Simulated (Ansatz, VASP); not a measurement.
One calculation of SnO, two programs

Contents of INCAR:

```
SYSTEM = SnO
  ALGO = Normal
  DIPOL = 0.5 0.5 0.395
  EDIFF = 1E-7
  ENCUT = 520
  GGA = PE
  IDIPOL = 3
  ISIF = 2
  ISMEAR = 0
  IVDW = 12
  LASPH = .True.
  LCHARG = .False.
  LDIPOL = .True.
  LREAL = .False.
  LWAVE = .False.
  NBANDS = 50
  NELM = 60
  PREC = Accurate
  SIGMA = 0.05
```

Contents of KPOINTS:

```
k-points
0
Gamma
  7 7 1
  0 0 0
```

The input POSCAR:

```
SnO
1.0
    3.8201630995      0.0000000000      0.0000000000
    0.0000000000      3.8201630995      0.0000000000
    0.0000000000      0.0000000000     22.2260821294
Sn O
4 4
Direct
    0.7500000000      0.2500000000      0.2024648327
    0.2500000000      0.7500000000      0.3087832136
    0.3750000000      1.2500000000      0.4820031260
   -0.1250000000      1.7500000000      0.5883215068
    0.2500000000      0.2500000000      0.2556240231
    0.7500000000      0.7500000000      0.2556240231
   -0.1250000000      1.2500000000      0.5351623164
    0.3750000000      1.7500000000      0.5351623164
```

Input for Ansatz:

```yaml
crystal:
  lattice:
    - [3.8201630995, 0.0, 0.0]
    - [0.0, 3.8201630995, 0.0]
    - [0.0, 0.0, 22.2260821294]
  atoms:
    - { symbol: Sn, position: [0.75, 0.25, 0.2024648327] }
    - { symbol: O, position: [0.25, 0.25, 0.2556240231] }
    - { symbol: O, position: [0.75, 0.75, 0.2556240231] }
    - { symbol: Sn, position: [0.25, 0.75, 0.3087832136] }
    - { symbol: Sn, position: [0.375, 1.25, 0.482003126] }
    - { symbol: O, position: [-0.125, 1.25, 0.5351623164] }
    - { symbol: O, position: [0.375, 1.75, 0.5351623164] }
    - { symbol: Sn, position: [-0.125, 1.75, 0.5883215068] }
basis:
  ecutwfc: 420
kpoints:
  mp_grid: { grid: [7, 7, 1] }
hamiltonian:
  xc: pbe
  pseudopotentials: { kind: paw, azcp: { folder: soft_1 } }
  dispersion: d3bj
scf:
  occupations: { method: gaussian, width: 0.05 }
output:
  forces: true
  eigenvalues: true
  write_density: true
  write_potential: true
  elf: true
  volumetric_format: npy
efield:
  axis: 3
  dipole_correction: true
  ramp_width: 0.04
```

Alike in both runs: task single point; functional PBE; dispersion D3(BJ); k mesh 7 × 7 × 1; occupations gaussian, width 0.05 eV; no spin polarisation.

```csv
,VASP,Ansatz
version,VASP 6.6.1,Ansatz 0.2.0
potentials or method,"VASP PAW PBE potentials, release 64 (Sn_d, O), cutoff 520 eV","scalar-relativistic, plane waves, PAW"
valence electrons in the cell,80,80
```

```csv
,VASP,Ansatz,Ansatz less VASP
gap on the k mesh at the Fermi level (eV),2.26,2.27,+0.006
least direct gap on the mesh (eV),2.50,2.52,+0.023
rms of the force components (eV/Å),0.042,0.013,-0.0285
```

Ansatz's warnings: xc potential rough in thin density.
